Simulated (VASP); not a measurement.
Write the native input for VASP 6.6.1 that does the following.

| Property | Result |
| --- | --- |
| Task | single point |
| Functional | PBE |
| Potentials or basis | VASP PAW PBE potentials, release 64 (Rh_pv, H) |
| Cutoff | 520 eV |
| k mesh | 6 × 6 × 1 |
| Occupations | gaussian, width 0.1 eV |
| Spin | no spin polarisation |
| Dipole correction | yes |
| Further INCAR settings | ALGO = Normal; EDIFF = 1e-06; NBANDS = 104 |

The structure of HRh6 lies in POSCAR:

```
HRh6
1.0
    5.4165863251      0.0000000000      0.0000000000
   -2.7082931626      4.6909013593      0.0000000000
    0.0000000000      0.0000000000     22.2966119230
Rh H
12 2
Direct
    0.3333333333      0.1666666667      0.1793994538
    0.3333333333      0.6666666667      0.1793994538
    0.8333333333      0.1666666667      0.1793994538
    0.8333333333      0.6666666667      0.1793994538
    0.1666666667      0.3333333333      0.2757769167
    0.1666666667      0.8333333333      0.2757769167
    0.6666666667      0.3333333333      0.2757769167
    0.6666666667      0.8333333333      0.2757769167
    0.0000000000      0.0000000000      0.3721019118
    0.0000000000      0.5000000000      0.3721019118
    0.5000000000      0.0000000000      0.3721019118
    0.5000000000      0.5000000000      0.3721019118
    0.2010222061      0.4020444122      0.4640441319
    0.2989777939      0.5979555878      0.4640441319
```

One way to write it, as run:

INCAR

```
PREC = Accurate
ENCUT = 520
EDIFF = 1E-6
ISMEAR = 0
SIGMA = 0.1
LREAL = False
LASPH = True
NELM = 100
ALGO = Normal
ISIF = 2
LWAVE = False
LCHARG = False
LDIPOL = True
IDIPOL = 3
DIPOL = 0.5 0.5 0.303
GGA = PE
NBANDS = 104
```

KPOINTS

```
Automatic mesh
0
Gamma
  6 6 1
```

Potentials or basis: VASP PAW PBE potentials, release 64 (Rh_pv, H).

Run with:

```bash
$ cat potpaw_PBE.64/Rh_pv/POTCAR potpaw_PBE.64/H/POTCAR > POTCAR
$ mpirun -np 1 vasp_std > vasp.out
```

Results of the run:

```
Largest force          : 2.385 eV/Å
Band gap on the k mesh : zero (bands 91 and 92 overlap by 0.76 eV)
```

Wall time 39 min on 1 thread of Intel(R) Xeon(R) Platinum 8488C (Sapphire Rapids), on a shared host, peak memory 0.88 GiB.
